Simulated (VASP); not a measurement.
Input of a VASP 6.6.1 run:

INCAR

```
  ALGO = Normal
  EDIFF = 1E-6
  ENCUT = 520
  GGA = RP
  ISIF = 2
  ISMEAR = -1
  LASPH = T
  LCHARG = F
  LREAL = F
  LWAVE = F
  NBANDS = 30
  NELM = 80
  PREC = Accurate
  SIGMA = 0.1
```

The input KPOINTS:

```
k-points
0
Gamma
  9 9 13
```

The input POSCAR:

```
Rh
1.0
    4.3073197711      0.0000000000      0.0000000000
   -2.1536598856      3.7302483440      0.0000000000
    0.0000000000      0.0000000000      2.6442222050
Rh
3
Direct
    0.0000000000      0.0000000000      0.0000000000
    0.3333333333      0.6666666667      0.5000000000
    0.6666666667      0.3333333333      0.5000000000
```

Potentials or basis: VASP PAW PBE potentials, release 64 (Rh_pv).

Run with:

```console
$ cat potpaw_PBE.64/Rh_pv/POTCAR > POTCAR
$ mpirun -np 1 vasp_std > vasp.out
```

(1) What does it give for the pressure?

Answers

(1) 10.0 GPa.

Caveat: the PAW data sets were made with another functional, which shifts forces and pressure a little.
